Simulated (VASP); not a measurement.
# ZnS (P6_3mc) in VASP: further runs, part 2 of 2

VASP 6.6.1. Earlier steps stand in the parts before.

### Step 3. Single point, PBE (19.63 Å³/atom)

INCAR

```
SYSTEM = ZnS
PREC     = Accurate       ! precision mode
ENCUT    = 520            ! plane-wave cutoff, eV
EDIFF    = 1E-6           ! SCF threshold, eV
ISMEAR   = 0              ! smearing method
SIGMA    = 0.05           ! smearing width, eV
LREAL    = .False.        ! projectors in reciprocal space
LASPH    = .True.         ! aspherical terms in the spheres
NELM     = 80             ! most SCF steps
ALGO     = Normal         ! electronic algorithm
ISIF     = 2              ! what is computed and relaxed
LWAVE    = .False.        ! write WAVECAR
LCHARG   = .False.        ! write CHGCAR
GGA      = PE             ! functional
NBANDS   = 46             ! bands
```

KPOINTS

```
Automatic mesh
0
Gamma
  9 9 4
  0 0 0
```

POSCAR

```
ZnS
1.0
    3.8899147833      0.0000000000      0.0000000000
   -1.9449573916      3.3687650209      0.0000000000
    0.0000000000      0.0000000000     11.9821045071
Zn S
4 4
Direct
    0.0000000000      0.0000000000      0.0000492057
    0.0000000000      0.0000000000      0.5000492057
    0.3333333333      0.6666666667      0.2500242903
    0.6666666667      0.3333333333      0.7500242903
    0.0000000000      0.0000000000      0.1872905901
    0.0000000000      0.0000000000      0.6872905901
    0.3333333333      0.6666666667      0.4376359138
    0.6666666667      0.3333333333      0.9376359138
```

Potentials or basis: VASP PAW PBE potentials, release 64 (Zn, S).

Command:

```sh
> cat potpaw_PBE.64/Zn/POTCAR potpaw_PBE.64/S/POTCAR > POTCAR
> mpirun -np 1 vasp_std > vasp.out
```

OUTCAR:

```text
SYSTEM = ZnS
   PREC = Accurate
   ENCUT = 520
   EDIFF = 1E-6
   ISMEAR = 0
   LREAL = .False.
   LASPH = .True.
   NELM = 80
   ISIF = 2
   GGA = PE

 ion  position               nearest neighbor table
   1  0.000  0.000  0.000-   5 2.24   8 2.37   8 2.37   8 2.37
   2  0.000  0.000  0.500-   6 2.24   7 2.37   7 2.37   7 2.37
   3  0.333  0.667  0.250-   7 2.25   5 2.37   5 2.37   5 2.37
   4  0.667  0.333  0.750-   8 2.25   6 2.37   6 2.37   6 2.37
   5  0.000  0.000  0.187-   1 2.24   3 2.37   3 2.37   3 2.37
   6  0.000  0.000  0.687-   2 2.24   4 2.37   4 2.37   4 2.37
   7  0.333  0.667  0.438-   3 2.25   2 2.37   2 2.37   2 2.37
   8  0.667  0.333  0.938-   4 2.25   1 2.37   1 2.37   1 2.37

  LATTYP: Found a hexagonal cell.
 ALAT       =     3.8899147833
 C/A-ratio  =     3.0803000000

  Lattice vectors:

 A1 = (   3.8899147833,   0.0000000000,   0.0000000000)
 A2 = (  -1.9449573916,   3.3687650209,   0.0000000000)
 A3 = (   0.0000000000,   0.0000000000,  11.9821045071)

Analysis of symmetry for initial positions (statically):
=====================================================================
 Subroutine PRICEL returns:
 Original cell was already a primitive cell.

 Routine SETGRP: Setting up the symmetry group for a
 hexagonal supercell.

 Subroutine GETGRP returns: Found 12 space group operations
 (whereof  6 operations were pure point group operations)
 out of a pool of 24 trial point group operations.

The static configuration has the point symmetry C_3v.
 The point group associated with its full space group is C_6v.

Analysis of symmetry for dynamics (positions and initial velocities):
=====================================================================
 Subroutine PRICEL returns:
 Original cell was already a primitive cell.

 Routine SETGRP: Setting up the symmetry group for a
 hexagonal supercell.

[... 141 lines left out ...]
   LORBIT       =      0    0 simple, 1 ext, 2 COOP (PROOUT), +10 PAW based schemes
   GGA     = PE    functional components
   LHFCALC =     F    Hartree Fock is set to
   AEXX    =    0.0000 exact exchange contribution
   IVDW    =     0    specifies the selected vdW correction
   LEPSILON=     F    determine dielectric tensor
   LRPA    =     F    only Hartree local field effects (RPA)
 non-spin polarized calculation
 Gauss-broadening in eV      SIGMA  =   0.05
  energy-cutoff  :      520.00
  volume of cell :      157.02
 maximum number of plane-waves:      4251
 NGX is ok and might be reduce to    30
   NGX = 15   NGY = 15   NGZ = 45

 number of electron      72.0000048 magnetization

 Free energy of the ion-electron system (eV)
  ---------------------------------------------------
  ext. energy  EPLUGINS =         0.00000000
  ---------------------------------------------------
  free energy    TOTEN  =       -27.18576620 eV

  energy without entropy =      -27.18576620  energy(sigma->0) =      -27.18576620

 E-fermi :   2.4769     XC(G=0):  -9.6473

 val. band max:        2.2279951976   @ k =   0.0000   0.0000   0.0000
 cond. band min:       4.3249059947   @ k =   0.0000   0.0000   0.0000
 fundamental gap:      2.0969107971
 Fermi energy:         2.4768504195

 k-point     1 :       0.0000    0.0000    0.0000
  band No.  band energies     occupation
      1     -11.0369      2.00000
      2     -10.5572      2.00000
      3     -10.5386      2.00000
      4      -9.9591      2.00000
      5      -4.2396      2.00000
      6      -4.2392      2.00000
[... 1165 lines left out ...]
     45       9.2502      0.00000
     46      10.0157      0.00000

 [... further k-points ...]

------------------------ aborting loop because EDIFF is reached ----------------------------------------

  FORCE on cell =-STRESS in cart. coord.  units (eV):
  Direction    XX          YY          ZZ          XY          YZ          ZX
  --------------------------------------------------------------------------------------
  -------------------------------------------------------------------------------------
  Total       -0.4538769     -0.4538769      8.8166331     -0.0000000      0.0000000     -0.0000000
  in kB       -4.6313196     -4.6313196     89.9641416     -0.0000000      0.0000000     -0.0000000
  external PRESSURE =      26.9005008 kB  Pullay stress =       0.0000000 kB

 VOLUME and BASIS-vectors are now :
 -----------------------------------------------------------------------------
  energy-cutoff  :      520.00
  volume of cell :      157.02
      direct lattice vectors                 reciprocal lattice vectors
     3.889914783  0.000000000  0.000000000     0.257075040  0.148422344  0.000000000
    -1.944957392  3.368765021  0.000000000     0.000000000  0.296844688  0.000000000
     0.000000000  0.000000000 11.982104507     0.000000000  0.000000000  0.083457793

 POSITION                                       TOTAL-FORCE (eV/Angst)
 -----------------------------------------------------------------------------------
      0.00000      0.00000      0.00059         0.000000     -0.000000     -0.524060
      0.00000      0.00000      5.99164        -0.000000      0.000000     -0.524060
     -0.00000      2.24584      2.99582         0.000000     -0.000000     -0.516114
      1.94496      1.12292      8.98687        -0.000000      0.000000     -0.516114
      0.00000      0.00000      2.24414        -0.000000     -0.000000      0.510602
      0.00000      0.00000      8.23519        -0.000000      0.000000      0.510602
     -0.00000      2.24584      5.24380         0.000000      0.000000      0.529572
      1.94496      1.12292     11.23485        -0.000000     -0.000000      0.529572
 -----------------------------------------------------------------------------------
    total drift:                               -0.000000     -0.000001     -0.002146

  FREE ENERGIE OF THE ION-ELECTRON SYSTEM (eV)
  ---------------------------------------------------
  free  energy   TOTEN  =       -27.1857661986 eV

  energy  without entropy=      -27.1857661986  energy(sigma->0) =      -27.18576620
```

stdout:

```text
POSCAR found type information on POSCAR ZnS
 POSCAR found :  2 types and       8 ions
 scaLAPACK will be used
 LDA part: xc-table for (Slater+PW92), standard interpolation
 POSCAR, INCAR and KPOINTS ok, starting setup
 FFT: planning ... GRIDC
 FFT: planning ... GRID_SOFT
 FFT: planning ... GRID
 WAVECAR not read
 entering main loop
```

Wall time 5 min (1 thread of Intel Xeon Platinum 8488C (Sapphire Rapids), shared host); peak memory 0.38 GiB.

What came out:

```yaml
Free_energy: -27.1858 eV
Pressure: 2.7 GPa
Largest_force: 0.530 eV/Å
Band_gap_on_the_k_mesh: 2.10 eV
```

Forces in eV/Å, atoms in the order of the input:
```
Zn   0.000  0.000 -0.524
Zn   0.000  0.000 -0.524
Zn   0.000  0.000 -0.516
Zn   0.000  0.000 -0.516
S    0.000  0.000  0.511
S    0.000  0.000  0.511
S    0.000  0.000  0.530
S    0.000  0.000  0.530
```

Caveat: the stress differs along the axes, from -0 to 9 GPa. Expect the measured gap to be larger: semilocal functionals such as PBE lack the derivative discontinuity.

### Step 4. Single point, PBE (19.63 Å³/atom)

INCAR

```
SYSTEM = ZnS
PREC     = Accurate       ! precision mode
ENCUT    = 520            ! plane-wave cutoff, eV
EDIFF    = 1E-6           ! SCF threshold, eV
ISMEAR   = 0              ! smearing method
SIGMA    = 0.05           ! smearing width, eV
LREAL    = .FALSE.        ! projectors in reciprocal space
LASPH    = .TRUE.         ! aspherical terms in the spheres
NELM     = 60             ! most SCF steps
ALGO     = Normal         ! electronic algorithm
ISIF     = 2              ! what is computed and relaxed
LWAVE    = .FALSE.        ! write WAVECAR
LCHARG   = .FALSE.        ! write CHGCAR
GGA      = PE             ! functional
NBANDS   = 46             ! bands
```

KPOINTS

```
regular mesh
0
G
  9 9 4
  0 0 0
```

Edit POSCAR of step 3 so:

```diff
@@ -2,5 +2,5 @@
 1.0
-    3.8899147833      0.0000000000      0.0000000000
-   -1.9449573916      3.3687650209      0.0000000000
-    0.0000000000      0.0000000000     11.9821045071
+    3.8120543364      0.0000000000      0.0000000000
+   -1.9060271682      3.3013358959      0.0000000000
+    0.0000000000      0.0000000000     12.4765672845
 Zn S
```

Potentials or basis: VASP PAW PBE potentials, release 64 (Zn, S).

Command:

```sh
> cat potpaw_PBE.64/Zn/POTCAR potpaw_PBE.64/S/POTCAR > POTCAR
> mpirun -np 1 vasp_std > vasp.out
```

OUTCAR:

```text
SYSTEM = ZnS
   PREC = Accurate
   ENCUT = 520
   EDIFF = 1E-6
   ISMEAR = 0
   LREAL = .FALSE.
   LASPH = .TRUE.
   NELM = 60
   ISIF = 2
   GGA = PE

 ion  position               nearest neighbor table
   1  0.000  0.000  0.000-   8 2.33   8 2.33   8 2.33   5 2.34
   2  0.000  0.000  0.500-   7 2.33   7 2.33   7 2.33   6 2.34
   3  0.333  0.667  0.250-   5 2.34   5 2.34   5 2.34   7 2.34
   4  0.667  0.333  0.750-   6 2.34   6 2.34   6 2.34   8 2.34
   5  0.000  0.000  0.187-   3 2.34   3 2.34   3 2.34   1 2.34
   6  0.000  0.000  0.687-   4 2.34   4 2.34   4 2.34   2 2.34
   7  0.333  0.667  0.438-   2 2.33   2 2.33   2 2.33   3 2.34
[... 1391 lines left out ...]
  Total        2.1358023      2.1358023      2.1340728      0.0000000      0.0000000      0.0000000
  in kB       21.7935372     21.7935372     21.7758896      0.0000000      0.0000000      0.0000000
  external PRESSURE =      21.7876547 kB  Pullay stress =       0.0000000 kB

 VOLUME and BASIS-vectors are now :
 -----------------------------------------------------------------------------
  energy-cutoff  :      520.00
  volume of cell :      157.02
      direct lattice vectors                 reciprocal lattice vectors
     3.812054336  0.000000000  0.000000000     0.262325747  0.151453840  0.000000000
    -1.906027168  3.301335896  0.000000000     0.000000000  0.302907681  0.000000000
     0.000000000  0.000000000 12.476567284     0.000000000  0.000000000  0.080150251

 POSITION                                       TOTAL-FORCE (eV/Angst)
 -----------------------------------------------------------------------------------
      0.00000      0.00000      0.00061         0.000000      0.000000      0.008694
      0.00000      0.00000      6.23890         0.000000      0.000000      0.008694
     -0.00000      2.20089      3.11944         0.000000      0.000000      0.005069
      1.90603      1.10045      9.35773        -0.000000     -0.000000      0.005069
      0.00000      0.00000      2.33674        -0.000000      0.000000     -0.007868
      0.00000      0.00000      8.57503         0.000000      0.000000     -0.007868
     -0.00000      2.20089      5.46019         0.000000      0.000000     -0.005895
      1.90603      1.10045     11.69848         0.000000      0.000000     -0.005895
 -----------------------------------------------------------------------------------
    total drift:                               -0.000001     -0.000002      0.000353

  FREE ENERGIE OF THE ION-ELECTRON SYSTEM (eV)
  ---------------------------------------------------
  free  energy   TOTEN  =       -27.3676590173 eV

  energy  without entropy=      -27.3676590173  energy(sigma->0) =      -27.36765902
```

stdout:

```text
POSCAR found type information on POSCAR ZnS
 POSCAR found :  2 types and       8 ions
 scaLAPACK will be used
 LDA part: xc-table for (Slater+PW92), standard interpolation
 POSCAR, INCAR and KPOINTS ok, starting setup
 FFT: planning ... GRIDC
 FFT: planning ... GRID_SOFT
 FFT: planning ... GRID
 WAVECAR not read
 entering main loop
```

Run time: 2.9 min. Hardware: 1 thread of Intel Xeon Platinum 8488C (Sapphire Rapids), shared host; peak memory 0.36 GiB.

Results:

```
Free energy            : -27.3677 eV
Pressure               : 2.2 GPa
Largest force          : 0.009 eV/Å
Band gap on the k mesh : 2.17 eV
```

Forces in eV/Å, atoms in the order of the input:
```
Zn   0.000  0.000  0.009
Zn   0.000  0.000  0.009
Zn   0.000  0.000  0.005
Zn   0.000  0.000  0.005
S    0.000  0.000 -0.008
S    0.000  0.000 -0.008
S    0.000  0.000 -0.006
S    0.000  0.000 -0.006
```

Levels at points of the mesh, in eV from the valence-band top:
```csv
k point,band 33,band 34,band 35,band 36,band 37,band 38,band 39,band 40
"(0.00, 0.00, 0.00)",-0.46,-0.04,0.00,0.00,2.17,3.21,3.41,3.65
"(0.00, 0.00, 0.50)",-0.15,-0.15,-0.15,-0.15,3.02,3.02,3.33,3.33
```

### Step 5. Single point, PBE (19.63 Å³/atom)

INCAR

```
SYSTEM = ZnS
  PREC = Accurate
  ENCUT = 520
  EDIFF = 1E-6
  ISMEAR = 0
  SIGMA = 0.05
  LREAL = .FALSE.
  LASPH = .TRUE.
  NELM = 100
  ALGO = Normal
  ISIF = 2
  LWAVE = .FALSE.
  LCHARG = .FALSE.
  GGA = PE
  NBANDS = 46
```

KPOINTS is that of step 4.

Edit POSCAR of step 4 so:

```diff
@@ -2,5 +2,5 @@
 1.0
-    3.8120543364      0.0000000000      0.0000000000
-   -1.9060271682      3.3013358959      0.0000000000
-    0.0000000000      0.0000000000     12.4765672845
+    3.6609659860      0.0000000000      0.0000000000
+   -1.8304829930      3.1704895463      0.0000000000
+    0.0000000000      0.0000000000     13.5276354149
 Zn S
```

Command:

```sh
> cat potpaw_PBE.64/Zn/POTCAR potpaw_PBE.64/S/POTCAR > POTCAR
> mpirun -np 1 vasp_std > vasp.out
```

Wall time 3.5 min (1 thread of Intel Xeon Platinum 8488C (Sapphire Rapids), shared host); peak memory 0.38 GiB.

It converged, with:

| Property | Result |
| --- | --- |
| Free energy | -26.7481 eV |
| Pressure | 3.8 GPa |
| Largest force | 0.516 eV/Å |
| Band gap on the k mesh | 1.71 eV |

Forces on the atoms (eV/Å):
```
Zn   0.000  0.000  0.516
Zn   0.000  0.000  0.516
Zn   0.000  0.000  0.498
Zn   0.000  0.000  0.498
S    0.000  0.000 -0.498
S    0.000  0.000 -0.498
S    0.000  0.000 -0.516
S    0.000  0.000 -0.516
```

Stress tensor (GPa, compression positive):
```
 8.77  0.00  0.00
 0.00  8.77  0.00
 0.00  0.00 -6.04
```

Levels at points of the mesh, in eV from the valence-band top:
```
           k point  band 32  band 33  band 34  band 35  band 36  band 37  band 38  band 39  band 40  band 41
(0.00, 0.00, 0.00)    -0.31    -0.30    -0.30     0.00     0.00     1.71     3.76     3.86     3.87     5.57
(0.00, 0.00, 0.50)    -0.50    -0.09    -0.09    -0.09    -0.09     2.78     2.78     3.90     3.90     5.53
```

Caveat: the stress differs along the axes, from -6 to 9 GPa. A hybrid or GW would open this gap; PBE tends to underestimate it.

### Step 6. Single point, PBE (19.63 Å³/atom)

INCAR

```
SYSTEM = ZnS
ALGO     = Normal         ! electronic algorithm
EDIFF    = 1E-6           ! SCF threshold, eV
ENCUT    = 520            ! plane-wave cutoff, eV
GGA      = PE             ! functional
ISIF     = 2              ! what is computed and relaxed
ISMEAR   = 0              ! smearing method
LASPH    = .TRUE.         ! aspherical terms in the spheres
LCHARG   = .FALSE.        ! write CHGCAR
LREAL    = .FALSE.        ! projectors in reciprocal space
LWAVE    = .FALSE.        ! write WAVECAR
NBANDS   = 46             ! bands
NELM     = 60             ! most SCF steps
PREC     = Accurate       ! precision mode
SIGMA    = 0.05           ! smearing width, eV
```

KPOINTS

```
k-points
0
G
  9 9 4
  0 0 0
```

Edit POSCAR of step 5 so:

```diff
@@ -2,5 +2,5 @@
 1.0
-    3.6609659860      0.0000000000      0.0000000000
-   -1.8304829930      3.1704895463      0.0000000000
-    0.0000000000      0.0000000000     13.5276354149
+    3.9693709546      0.0000000000      0.0000000000
+   -1.9846854773      3.4375760837      0.0000000000
+    0.0000000000      0.0000000000     11.5072063974
 Zn S
```

Potentials or basis: VASP PAW PBE potentials, release 64 (Zn, S).

Command:

```sh
> cat potpaw_PBE.64/Zn/POTCAR potpaw_PBE.64/S/POTCAR > POTCAR
> mpirun -np 1 vasp_std > vasp.out
```

It took 3 min on 1 thread of Intel Xeon Platinum 8488C (Sapphire Rapids), shared host; peak memory 0.37 GiB.

It converged, with:

```
Free energy            : -26.5965 eV
Pressure               : 4.3 GPa
Largest force          : 1.340 eV/Å
Band gap on the k mesh : 1.99 eV
```

Forces on the atoms (eV/Å):
```
Zn   0.000  0.000 -1.332
Zn   0.000  0.000 -1.332
Zn   0.000  0.000 -1.308
Zn   0.000  0.000 -1.308
S    0.000  0.000  1.300
S    0.000  0.000  1.300
S    0.000  0.000  1.340
S    0.000  0.000  1.340
```

Stress tensor (GPa, compression positive):
```
-2.58  0.00  0.00
 0.00 -2.58  0.00
 0.00  0.00 17.98
```

Levels at points of the mesh, in eV from the valence-band top:
```csv
k point,band 33,band 34,band 35,band 36,band 37,band 38,band 39,band 40
"(0.00, 0.00, 0.00)",-0.86,-0.20,-0.20,0.00,1.99,2.35,2.83,3.27
"(0.00, 0.00, 0.50)",-0.41,-0.41,-0.41,-0.41,2.54,2.54,2.81,2.81
```

Caveat: the stress differs along the axes, from -3 to 18 GPa; forces of over 1 eV/Å act on the atoms, so gaps and moduli don't describe the material at rest.

### Step 7. Summary

| cell | gap on the mesh (eV) | pressure (GPa) | largest force (eV/Å) |
| --- | --- | --- | --- |
| a = 3.736, b = 3.736, c = 12.991 Å, angles 90.0, 90.0, 120.0°, 8 atoms | 2.01 | 2.6 | 0.34 |
| a = 3.890, b = 3.890, c = 11.982 Å, angles 90.0, 90.0, 120.0°, 8 atoms | 2.10 | 2.7 | 0.53 |
| a = 3.812, b = 3.812, c = 12.477 Å, angles 90.0, 90.0, 120.0°, 8 atoms | 2.17 | 2.2 | 0.01 |
| a = 3.661, b = 3.661, c = 13.528 Å, angles 90.0, 90.0, 120.0°, 8 atoms | 1.71 | 3.8 | 0.52 |
| a = 3.969, b = 3.969, c = 11.507 Å, angles 90.0, 90.0, 120.0°, 8 atoms | 1.99 | 4.3 | 1.34 |

Alike in all rows: task single point; level PBE; potentials or basis VASP PAW PBE potentials, release 64 (Zn, S); no spin polarisation; k mesh 9 × 9 × 4; cutoff (eV) 520; smearing gaussian 0.05 eV.

Caveats: the stress differs along the axes, from -3 to 5 GPa (at least some runs); the stress differs along the axes, from -0 to 9 GPa (at least some runs); the stress differs along the axes, from -6 to 9 GPa (at least some runs); the stress differs along the axes, from -3 to 18 GPa (at least some runs); forces of over 1 eV/Å act on the atoms, so gaps and moduli don't describe the material at rest (at least some runs).

Absolute energies hang on the potentials; compare differences alone.
